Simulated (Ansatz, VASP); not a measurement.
## SnSe2 in VASP and in Ansatz

File INCAR:

```
SYSTEM = SnSe2
PREC = Accurate ; ENCUT = 520
EDIFF = 1E-7 ; ISMEAR = 0
SIGMA = 0.02 ; LREAL = .False.
LASPH = .True. ; NELM = 100
ALGO = Normal ; ISIF = 2
LWAVE = .False. ; LCHARG = .False.
GGA = PS ; NBANDS = 20
```

Contents of KPOINTS:

```
Automatic mesh
0
Gamma
  12 12 6
  0 0 0
```

Contents of POSCAR:

```
SnSe2
1.0
    3.8174487390      0.0000000000      0.0000000000
   -1.9087243695      3.3060075856      0.0000000000
    0.0000000000      0.0000000000      6.1546758475
Sn Se
1 2
Direct
    0.0000000000      0.0000000000      0.0000000000
    0.6666666667      0.3333333333      0.7421700594
    0.3333333333      0.6666666667      0.2578299406
```

Input for Ansatz:

```yaml
crystal:
  lattice:
    - [3.817448739, 0.0, 0.0]
    - [-1.9087243695, 3.3060075856, 0.0]
    - [0.0, 0.0, 6.1546758475]
  atoms:
    - { symbol: Sn, position: [0.0, 0.0, 0.0] }
    - { symbol: Se, position: [0.6666666667, 0.3333333333, 0.7421700594] }
    - { symbol: Se, position: [0.3333333333, 0.6666666667, 0.2578299406] }
basis:
  ecutwfc: 420
kpoints:
  mp_grid: { grid: [12, 12, 6] }
hamiltonian:
  xc: pbesol
scf:
  occupations: { method: gaussian, width: 0.02 }
output:
  forces: true
  stress: true
  eigenvalues: true
```

Alike in both runs: task single point; functional PBEsol; k mesh 12 × 12 × 6; occupations gaussian, width 0.02 eV; no spin polarisation.

|  | VASP | Ansatz |
| --- | --- | --- |
| version | VASP 6.6.1 | Ansatz 0.2.0 |
| potentials or method | VASP PAW PBE potentials, release 64 (Sn_d, Se), cutoff 520 eV | scalar-relativistic, plane waves, PAW |
| valence electrons in the cell | 26 | 46 |

|  | VASP | Ansatz | Ansatz less VASP |
| --- | --- | --- | --- |
| gap on the k mesh at the Fermi level (eV) | 0.49 | 0.49 | +0.005 |
| least direct gap on the mesh (eV) | 0.99 | 1.00 | +0.009 |
| pressure (GPa) | 0.1 | 0.0 | -0.10 |
| rms of the force components (eV/Å) | 0.009 | 0.001 | -0.0079 |

VASP's potentials were made for PBE, not for PBEsol. Atom by atom the forces differ by 0.009 eV/Å (rms over components). VASP's potentials hold 26 valence electrons a cell and Ansatz's 46, so a difference there can come from the potentials and not from the codes.
